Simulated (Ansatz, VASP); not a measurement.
LiNbO3: VASP beside Ansatz

INCAR

```
SYSTEM = LiNbO3
PREC = Accurate ; ENCUT = 520
EDIFF = 1E-6 ; ISMEAR = 0
SIGMA = 0.05 ; LREAL = .False.
LASPH = .True. ; NELM = 60
ALGO = Normal ; ISIF = 2
LWAVE = .False. ; LCHARG = .True.
GGA = PE ; LELF = .True.
LVHAR = .True. ; NBANDS = 45
```

The input KPOINTS:

```
Automatic mesh
0
Gamma
  6 6 6
  0 0 0
```

File POSCAR:

```
LiNbO3
1.0
    2.6351035995      1.5213777725      4.8208341985
   -2.6351035995      1.5213777725      4.8208341985
    0.0000000000     -3.0427555450      4.8208341985
Li Nb O
2 2 6
Direct
    0.2815913687      0.2815913687      0.2815913687
    0.7815913687      0.7815913687      0.7815913687
    0.0004900497      0.0004900497      0.0004900497
    0.5004900497      0.5004900497      0.5004900497
    0.1104619503      0.3580262714      0.7211003599
    0.7211003599      0.1104619503      0.3580262714
    0.3580262714      0.7211003599      0.1104619503
    0.2211003599      0.8580262714      0.6104619503
    0.8580262714      0.6104619503      0.2211003599
    0.6104619503      0.2211003599      0.8580262714
```

Input for Ansatz:

```yaml
crystal:
  lattice:
    - [2.6351035995, 1.5213777725, 4.8208341985]
    - [-2.6351035995, 1.5213777725, 4.8208341985]
    - [0.0, -3.042755545, 4.8208341985]
  atoms:
    - { symbol: Li, position: [0.2815913687, 0.2815913687, 0.2815913687] }
    - { symbol: Li, position: [0.7815913687, 0.7815913687, 0.7815913687] }
    - { symbol: Nb, position: [0.0004900497, 0.0004900497, 0.0004900497] }
    - { symbol: Nb, position: [0.5004900497, 0.5004900497, 0.5004900497] }
    - { symbol: O, position: [0.1104619503, 0.3580262714, 0.7211003599] }
    - { symbol: O, position: [0.7211003599, 0.1104619503, 0.3580262714] }
    - { symbol: O, position: [0.3580262714, 0.7211003599, 0.1104619503] }
    - { symbol: O, position: [0.2211003599, 0.8580262714, 0.6104619503] }
    - { symbol: O, position: [0.8580262714, 0.6104619503, 0.2211003599] }
    - { symbol: O, position: [0.6104619503, 0.2211003599, 0.8580262714] }
basis:
  ecutwfc: 520.0
kpoints:
  mp_grid: { grid: [6, 6, 6] }
hamiltonian:
  xc: pbe
  pseudopotentials: { kind: paw, azcp: { folder: soft_1 } }
scf:
  occupations: { method: gaussian, width: 0.05 }
output:
  forces: true
  stress: true
  eigenvalues: true
```

Alike in both runs: task single point; functional PBE; k mesh 6 × 6 × 6; occupations gaussian, width 0.05 eV; no spin polarisation.

|  | VASP | Ansatz |
| --- | --- | --- |
| version | VASP 6.6.1 | Ansatz 0.2.0 |
| potentials or method | VASP PAW PBE potentials, release 64 (Li_sv, Nb_sv, O), cutoff 520 eV | scalar-relativistic, plane waves, PAW |
| valence electrons in the cell | 68 | 68 |

VASP gave:

- gap on the k mesh at the Fermi level (eV): 3.28
- least direct gap on the mesh (eV): 3.30
- rms of the force components (eV/Å): 0.358

What did Ansatz give for the same quantities?

gap on the k mesh at the Fermi level (eV): 3.30; least direct gap on the mesh (eV): 3.31; rms of the force components (eV/Å): 0.362.

Atom by atom the forces differ by 0.008 eV/Å (rms over components).

Noted on VASP's run: the cutoff is under 1.25 times that of the potentials, so the pressure is a little rough.
